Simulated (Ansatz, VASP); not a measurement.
# Al: VASP beside Ansatz

The input INCAR:

```
SYSTEM = Al
PREC = Accurate
ENCUT = 520
EDIFF = 1E-6
ISMEAR = -1
SIGMA = 0.05
LREAL = .False.
LASPH = .True.
NELM = 60
ALGO = Normal
ISIF = 2
LWAVE = .False.
LCHARG = .True.
GGA = PS
LELF = .True.
LVHAR = .True.
NBANDS = 14
```

Contents of KPOINTS:

```
Automatic mesh
0
Gamma
  9 9 3
  0 0 0
```

File POSCAR:

```
Al
1.0
    2.8270770242      0.0000000000      0.0000000000
   -1.4135385121      2.4483205214      0.0000000000
    0.0000000000      0.0000000000      9.0941331393
Al
4
Direct
    0.6666666667      0.3333333333      0.7500000000
    0.0000000000      0.0000000000      0.5000000000
    0.3333333333      0.6666666667      0.2500000000
    0.0000000000      0.0000000000      0.0000000000
```

Contents of input.yaml:

```yaml
crystal:
  lattice:
    - [2.8270770242, 0.0, 0.0]
    - [-1.4135385121, 2.4483205214, 0.0]
    - [0.0, 0.0, 9.0941331393]
  atoms:
    - { symbol: Al, position: [0.6666666667, 0.3333333333, 0.75] }
    - { symbol: Al, position: [0.0, 0.0, 0.5] }
    - { symbol: Al, position: [0.3333333333, 0.6666666667, 0.25] }
    - { symbol: Al, position: [0.0, 0.0, 0.0] }
hamiltonian:
  xc: pbesol
  pseudopotentials: { kind: paw }
kpoints:
  mp_grid: { grid: [9, 9, 3] }
  band_path:
    path:
      - [[0.0, 0.0, 0.0], [0.5, 0.0, 0.0], [0.3333333333, 0.3333333333, 0.0], [0.0, 0.0, 0.0], [0.0, 0.0, 0.5], [0.5, 0.0, 0.5], [0.3333333333, 0.3333333333, 0.5], [0.0, 0.0, 0.5]]
      - [[0.5, 0.0, 0.5], [0.5, 0.0, 0.0]]
      - [[0.3333333333, 0.3333333333, 0.0], [0.3333333333, 0.3333333333, 0.5]]
    npoints: 14
scf:
  occupations: { method: fermi_dirac, width: 0.05 }
  n_extra_bands: 10
output:
  forces: true
  stress: true
  eigenvalues: true
  fatbands: false
```

Alike in both runs: functional PBEsol; k mesh 9 × 9 × 3; occupations fermi-dirac, width 0.05 eV; no spin polarisation.

```csv
,VASP,Ansatz
version,VASP 6.6.1,Ansatz 0.2.0
potentials or method,"VASP PAW PBE potentials, release 64 (Al)",Ansatz PAW
plane-wave cutoff (eV),520,420
valence electrons in the cell,12,12
task,single point,band structure
```

|  | VASP | Ansatz | Ansatz less VASP |
| --- | --- | --- | --- |
| gap on the k mesh at the Fermi level (eV) | none | none | - |
| pressure (GPa) | 2.6 | 2.5 | -0.07 |
| traceless stress, the component that is largest in VASP (GPa) | 2.81 | 2.80 | -0.011 |

VASP's potentials were made for PBE, not for PBEsol. A gap of «none» marks a metal or a gap that the smearing closes.
